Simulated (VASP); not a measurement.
Here is a VASP 6.6.1 calculation.

POSCAR

```
CdS
1.0
    0.0000000000      2.8969255847      2.8969255847
    2.8969255847      0.0000000000      2.8969255847
    2.8969255847      2.8969255847      0.0000000000
Cd S
1 1
Direct
    0.0000000000      0.0000000000      0.0000000000
    0.7500000000      0.7500000000      0.7500000000
```

INCAR.step1

```
SYSTEM = CdS
PREC = Accurate
ENCUT = 520
EDIFF = 1E-5
ISMEAR = -1
SIGMA = 0.05
LREAL = .FALSE.
LASPH = .TRUE.
NELM = 100
ALGO = Normal
ISIF = 2
LWAVE = .TRUE.
LCHARG = .FALSE.
NBANDS = 16
GGA = PE
```

File INCAR.step2:

```
SYSTEM = CdS
PREC = Accurate
ENCUT = 520
EDIFF = 1E-6
ISMEAR = -1
SIGMA = 0.05
LREAL = .FALSE.
LASPH = .TRUE.
NELM = 100
ALGO = Normal
ISIF = 2
LWAVE = .FALSE.
LCHARG = .FALSE.
METAGGA = R2SCAN
LHFCALC = .TRUE.
AEXX = 0.25
LMIXTAU = .TRUE.
PRECFOCK = Normal
NBANDS = 16
ISTART = 1
```

The input KPOINTS:

```
regular mesh
0
G
  4 4 4
  0 0 0
```

Potentials or basis: VASP PAW PBE potentials, release 64 (Cd, S).

The run is started by

```console
$ cat potpaw_PBE.64/Cd/POTCAR potpaw_PBE.64/S/POTCAR > POTCAR
$ cp INCAR.step1 INCAR
$ mpirun -np 1 vasp_std > vasp.out
$ cp INCAR.step2 INCAR
$ mpirun -np 1 vasp_std > vasp.out
```

(1) Predict the pressure.

(2) What does it give for the band gap on the k mesh?

Answers

(1) 2.6 GPa.

(2) 3.21 eV.

Caveat: the k points lie up to 0.47 Å⁻¹ apart; the PAW data sets were made with another functional, which shifts forces and pressure a little.
